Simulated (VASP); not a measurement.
## Al3Cu2: single point with r2SCAN

Crystal: Al3Cu2.

```
CELL_PARAMETERS angstrom
4.09195 0.00000 0.00000
-2.04598 3.54373 0.00000
0.00000 0.00000 4.99278
ATOMIC_POSITIONS crystal
Al 0.00000 0.00000 0.00000
Al 0.33333 0.66667 0.34993
Al 0.66667 0.33333 0.65007
Cu 0.33333 0.66667 0.83951
Cu 0.66667 0.33333 0.16049
```

```
Program                : VASP 6.6.1
Task                   : single point
Functional             : r2SCAN
Potentials or basis    : VASP PAW PBE potentials, release 64 (Al, Cu)
Cutoff                 : 520 eV
k mesh                 : 12 × 12 × 8
Occupations            : gaussian, width 0.02 eV
Spin                   : no spin polarisation
Dipole correction      : no
Further INCAR settings : ALGO = Normal; EDIFF = 1e-07; NBANDS = 24
```

```yaml
Pressure: 0.4 GPa
Largest_force: 0.018 eV/Å
```

Forces on the atoms (eV/Å):
```
Al   0.000  0.000  0.000
Al   0.000  0.000  0.006
Al   0.000  0.000 -0.006
Cu   0.000  0.000  0.018
Cu   0.000  0.000 -0.018
```

Stress tensor (GPa, compression positive):
```
 0.57  0.00  0.00
 0.00  0.57  0.00
 0.00  0.00 -0.02
```

Levels at points of the mesh, in eV from the Fermi level:
| k point | band 11 | band 12 | band 13 | band 14 | band 15 | band 16 | band 17 | band 18 | band 19 | band 20 |
| --- | --- | --- | --- | --- | --- | --- | --- | --- | --- | --- |
| (0.00, 0.00, 0.00) | -4.31 | -3.81 | -3.80 | -0.22 | -0.22 | 1.39 | 1.39 | 2.91 | 3.40 | 5.71 |
| (0.50, 0.00, 0.00) | -4.44 | -4.27 | -3.26 | -3.21 | -2.73 | -0.79 | 0.07 | 0.53 | 3.13 | 4.02 |
| (0.00, 0.00, 0.50) | -4.36 | -4.36 | 1.24 | 1.24 | 1.36 | 1.36 | 1.84 | 2.54 | 2.54 | 2.57 |
| (0.50, 0.00, 0.50) | -4.47 | -4.38 | -4.30 | -3.68 | -1.90 | -0.21 | 0.91 | 1.12 | 5.48 | 5.78 |

Wall time 8.6 min on 1 thread of AMD EPYC 9R45 96-Core Processor (Zen 5), on a shared host, peak memory 0.3 GiB.

Caveat: the PAW data sets were made with another functional, which shifts forces and pressure a little.
